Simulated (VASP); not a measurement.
Write the native input for VASP 6.6.1 that does the following.

| Property | Result |
| --- | --- |
| Task | single point |
| Functional | PBE |
| Potentials or basis | VASP PAW PBE potentials, release 64 (Au, Zn) |
| Cutoff | 520 eV |
| k mesh | 8 × 8 × 8 |
| Occupations | fermi-dirac, width 0.05 eV |
| Spin | no spin polarisation |
| Dipole correction | no |
| Further INCAR settings | ALGO = Normal; EDIFF = 1e-06; NBANDS = 18 |

The structure of ZnAu lies in POSCAR:

```
ZnAu
1.0
    3.1678416670      0.0000000000      0.0000000000
    0.0000000000      3.1678416670      0.0000000000
    0.0000000000      0.0000000000      3.1678416670
Au Zn
1 1
Direct
    0.0000000000      0.0000000000      0.0000000000
    0.5000000000      0.5000000000      0.5000000000
```

This cell differs from its parent crystal: volume scaled by 1.02.

The input as run:

INCAR

```
  PREC = Accurate
  ENCUT = 520
  EDIFF = 1E-6
  ISMEAR = -1
  SIGMA = 0.05
  LREAL = False
  LASPH = True
  NELM = 60
  ALGO = Normal
  ISIF = 2
  LWAVE = False
  LCHARG = False
  GGA = PE
  NBANDS = 18
```

KPOINTS

```
Automatic mesh
0
Gamma
  8 8 8
```

Potentials or basis: VASP PAW PBE potentials, release 64 (Au, Zn).

Command:

```sh
$ cat potpaw_PBE.64/Au/POTCAR potpaw_PBE.64/Zn/POTCAR > POTCAR
$ mpirun -np 1 vasp_std > vasp.out
```

Results of the run:

* Pressure: 2.5 GPa

Wall time 10 s on 1 thread of AMD EPYC 7R13 Processor (Zen 3), on a shared host, peak memory 0.12 GiB.
